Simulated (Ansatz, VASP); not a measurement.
**Two plane-wave programs on BaS**

The input POSCAR:

```
BaS
1.0
    0.0000000000      3.2117958671      3.2117958671
    3.2117958671      0.0000000000      3.2117958671
    3.2117958671      3.2117958671      0.0000000000
Ba S
1 1
Direct
    0.0000000000      0.0000000000      0.0000000000
    0.5000000000      0.5000000000      0.5000000000
```

File INCAR.step1:

```
ALGO = Normal
EDIFF = 1E-4
ENCUT = 520
GGA = PE
ISMEAR = 0
LASPH = T
LCHARG = F
LREAL = F
LWAVE = T
NBANDS = 15
NELM = 100
PREC = Accurate
SIGMA = 0.01
```

The input INCAR.step2:

```
ALGO = Normal
EDIFF = 1E-6
ENCUT = 520
ISIF = 2
ISMEAR = 0
ISTART = 1
LASPH = T
LCHARG = F
LMIXTAU = T
LREAL = F
LWAVE = F
METAGGA = R2SCAN
NBANDS = 15
NELM = 100
PREC = Accurate
SIGMA = 0.01
```

File KPOINTS:

```
k-points
0
Gamma
  8 8 8
```

Input for Ansatz:

```yaml
crystal:
  lattice:
    - [0.0, 3.2117958671, 3.2117958671]
    - [3.2117958671, 0.0, 3.2117958671]
    - [3.2117958671, 3.2117958671, 0.0]
  atoms:
    - { symbol: Ba, position: [0.0, 0.0, 0.0] }
    - { symbol: S, position: [0.5, 0.5, 0.5] }
kpoints:
  mp_grid: { grid: [8, 8, 8] }
  band_path:
    path:
      - [0.0, 0.0, 0.0]
      - [0.5, 0.0, 0.5]
      - [0.625, 0.25, 0.625]
      - [0.375, 0.375, 0.75]
      - [0.5, 0.5, 0.5]
      - [0.5, 0.25, 0.75]
      - [0.0, 0.5, 0.5]
    npoints: 1
hamiltonian:
  xc: r2scan
scf:
  occupations: { method: fixed }
  n_extra_bands: 4
output:
  forces: true
  stress: true
  eigenvalues: true
  write_density: true
  write_potential: true
  elf: true
  volumetric_format: npy
```

Alike in both runs: task single point; functional r2SCAN; k mesh 8 × 8 × 8; no spin polarisation.

|  | VASP | Ansatz |
| --- | --- | --- |
| version | VASP 6.6.1 | Ansatz 0.2.0 |
| potentials or method | VASP PAW PBE potentials, release 64 (Ba_sv, S) | plane waves, PAW |
| plane-wave cutoff (eV) | 520 | 500 |
| occupations | gaussian, width 0.01 eV | fixed |
| valence electrons in the cell | 16 | 16 |

Ansatz gave:

| Quantity | Value |
| --- | --- |
| gap on the k mesh at the Fermi level (eV) | 2.58 |
| pressure (GPa) | 0.0 |

Problem. Estimate VASP's values.

Solution. gap on the k mesh at the Fermi level (eV): 2.49; pressure (GPa): 0.6.

VASP's potentials were made for PBE, not for r2SCAN.

Spin-orbit coupling is off throughout.
